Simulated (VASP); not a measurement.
# Ca (Immm) in VASP: further runs, part 2 of 2

VASP 6.6.1. The steps go on from the part before.

### 5 Single point, RPBE

This run uses another cell than the first one, of 43.10 Å³/atom, 1.064 times its volume.

Input file INCAR:

```
SYSTEM = Ca
PREC = Accurate
ENCUT = 520
EDIFF = 1E-6
ISMEAR = 0
SIGMA = 0.1
LREAL = .FALSE.
LASPH = .TRUE.
NELM = 60
ALGO = Normal
ISIF = 2
LWAVE = .FALSE.
LCHARG = .FALSE.
GGA = RP
NBANDS = 11
```

Input file KPOINTS:

```
Automatic mesh
0
G
  9 9 9
  0 0 0
```

Input file POSCAR:

```
Ca
1.0
   -2.0964874600      2.1017318100      2.4453524600
    2.0964874600     -2.1017318100      2.4453524600
    2.0964874600      2.1017318100     -2.4453524600
Ca
1
Direct
    0.5000000000      0.5000000000      0.0000000000
```

Potentials or basis: VASP PAW PBE potentials, release 64 (Ca_sv).

Command:

```
$ cat potpaw_PBE.64/Ca_sv/POTCAR > POTCAR
$ mpirun -np 1 vasp_std > vasp.out
```

OUTCAR:

```text
SYSTEM = Ca
   PREC = Accurate
   ENCUT = 520
   EDIFF = 1E-6
   ISMEAR = 0
   LREAL = .FALSE.
   LASPH = .TRUE.
   NELM = 60
   ISIF = 2
   GGA = RP

 ion  position               nearest neighbor table
   1  0.500  0.500  0.000-

  LATTYP: Found a body centered orthorhombic cell.
 ALAT       =     4.1929749200
 B/A-ratio  =     1.0025014936
 C/A-ratio  =     1.1664045250

  Lattice vectors:

 A1 = (  -2.0964874600,   2.1017318100,   2.4453524600)
 A2 = (   2.0964874600,  -2.1017318100,   2.4453524600)
 A3 = (   2.0964874600,   2.1017318100,  -2.4453524600)

Analysis of symmetry for initial positions (statically):
=====================================================================
 Subroutine PRICEL returns:
 Original cell was already a primitive cell.

 Routine SETGRP: Setting up the symmetry group for a
 body centered orthorhombic supercell.

 Subroutine GETGRP returns: Found  8 space group operations
 (whereof  8 operations were pure point group operations)
 out of a pool of  8 trial point group operations.

The static configuration has the point symmetry D_2h.

Analysis of symmetry for dynamics (positions and initial velocities):
=====================================================================
 Subroutine PRICEL returns:
 Original cell was already a primitive cell.

 Routine SETGRP: Setting up the symmetry group for a
 body centered orthorhombic supercell.

 Subroutine GETGRP returns: Found  8 space group operations
 (whereof  8 operations were pure point group operations)
 out of a pool of  8 trial point group operations.

The dynamic configuration has the point symmetry D_2h.

 Subroutine INISYM returns: Found  8 space group operations
 (whereof  8 operations are pure point group operations),
 and found     1 'primitive' translations

[... 114 lines left out ...]
  Fermi-wavevector in a.u.,A,eV,Ry     =   1.005969  1.901005 13.768730  1.011973
  Thomas-Fermi vector in A             =   2.138682
   LORBIT       =      0    0 simple, 1 ext, 2 COOP (PROOUT), +10 PAW based schemes
   GGA     = RP    functional components
   LHFCALC =     F    Hartree Fock is set to
   AEXX    =    0.0000 exact exchange contribution
   IVDW    =     0    specifies the selected vdW correction
   LEPSILON=     F    determine dielectric tensor
   LRPA    =     F    only Hartree local field effects (RPA)
 non-spin polarized calculation
 Gauss-broadening in eV      SIGMA  =   0.10
  energy-cutoff  :      520.00
  volume of cell :       43.10
 maximum number of plane-waves:      1177
 NGX is ok and might be reduce to    30
   NGX = 15   NGY = 15   NGZ = 15

 number of electron      10.0000000 magnetization

 Free energy of the ion-electron system (eV)
  ---------------------------------------------------
  ext. energy  EPLUGINS =         0.00000000
  ---------------------------------------------------
  free energy    TOTEN  =        -1.73286515 eV

  energy without entropy =       -1.72405630  energy(sigma->0) =       -1.72846072

 E-fermi :   2.0185     XC(G=0):  -7.5466

 val. band max:        2.0146959761   @ k =  -0.2222  -0.4444   0.1111
 cond. band min:       2.0195563531   @ k =   0.3333   0.3333   0.1111
 fundamental gap:      0.0048603770
 Fermi energy:         2.0184522412

 k-point     1 :       0.0000    0.0000    0.0000
  band No.  band energies     occupation
      1     -40.2023      2.00000
      2     -21.0659      2.00000
      3     -21.0654      2.00000
      4     -21.0539      2.00000
      5      -1.9913      2.00000
      6       4.2161      0.00000
      7       4.2294      0.00000
      8       4.8089      0.00000
      9       4.9205      0.00000
     10       5.6254      0.00000
     11      11.3069      0.00000
[... 309 lines left out ...]
 k-point    24 :       0.0000    0.3333    0.0000
  band No.  band energies     occupation
      1     -40.1929      2.00000
      2     -21.1574      2.00000
      3     -21.0912      2.00000
      4     -21.0605      2.00000
      5      -0.2581      2.00000
      6       2.9355      0.00000
      7       3.8914      0.00000
      8       4.9112      0.00000
      9       5.5809      0.00000
     10       5.6710      0.00000
     11       8.2625      0.00000

 [... further k-points ...]

------------------------ aborting loop because EDIFF is reached ----------------------------------------

  FORCE on cell =-STRESS in cart. coord.  units (eV):
  Direction    XX          YY          ZZ          XY          YZ          ZX
  --------------------------------------------------------------------------------------
  -------------------------------------------------------------------------------------
  Total        0.1141337      0.1078024      0.1790018     -0.0000000      0.0000000      0.0000000
  in kB        4.2428090      4.0074496      6.6542179     -0.0000000      0.0000000      0.0000000
  external PRESSURE =       4.9681588 kB  Pullay stress =       0.0000000 kB

 VOLUME and BASIS-vectors are now :
 -----------------------------------------------------------------------------
  energy-cutoff  :      520.00
  volume of cell :       43.10
      direct lattice vectors                 reciprocal lattice vectors
    -2.096487460  2.101731810  2.445352460     0.000000000  0.237899050  0.204469502
     2.096487460 -2.101731810  2.445352460     0.238494153  0.000000000  0.204469502
     2.096487460  2.101731810 -2.445352460     0.238494153  0.237899050  0.000000000

 POSITION                                       TOTAL-FORCE (eV/Angst)
 -----------------------------------------------------------------------------------
      0.00000      0.00000      2.44535         0.000000      0.000000      0.000000
 -----------------------------------------------------------------------------------
    total drift:                                0.000000     -0.000000      0.000000

  FREE ENERGIE OF THE ION-ELECTRON SYSTEM (eV)
  ---------------------------------------------------
  free  energy   TOTEN  =        -1.7328651459 eV

  energy  without entropy=       -1.7240563016  energy(sigma->0) =       -1.72846072
```

Wall time 29 s (1 thread of Intel Xeon 6975P-C (Granite Rapids), shared host); peak memory 0.2 GiB.

Results:

- Free energy: -1.7329 eV
- Pressure: 0.5 GPa
- Band gap on the k mesh: zero (band 5 reaches 2.16 eV, above the bottom of band 6 at 1.87 eV)

Stress tensor (GPa, compression positive):
```
0.42 0.00 0.00
0.00 0.40 0.00
0.00 0.00 0.67
```

Caveat: the PAW data sets were made with another functional, which shifts forces and pressure a little.

### 6 Overview

```csv
level,potentials or basis,cell,smearing,gap on the mesh (eV),pressure (GPa)
LDA,"VASP PAW LDA potentials, release 64 (Ca_sv)","a = 3.768 Å, angles 113.9, 113.8, 101.0°, 1 atom",gaussian 0.05 eV,none,-1.2
LDA,"VASP PAW LDA potentials, release 64 (Ca_sv)","a = 3.794 Å, angles 113.9, 113.8, 101.0°, 1 atom",gaussian 0.05 eV,none,-1.5
LDA,"VASP PAW LDA potentials, release 64 (Ca_sv)","a = 3.820 Å, angles 113.9, 113.8, 101.0°, 1 atom",gaussian 0.05 eV,none,-1.8
RPBE,"VASP PAW PBE potentials, release 64 (Ca_sv)","a = 3.846 Å, angles 113.9, 113.8, 101.0°, 1 atom",gaussian 0.1 eV,none,0.5
```

Alike in all rows: task single point; no spin polarisation; k mesh 9 × 9 × 9; cutoff (eV) 520.

Caveats: the PAW data sets were made with another functional, which shifts forces and pressure a little (some runs).

Total energies depend on the potentials used, so only differences within one code and one set of settings carry meaning.
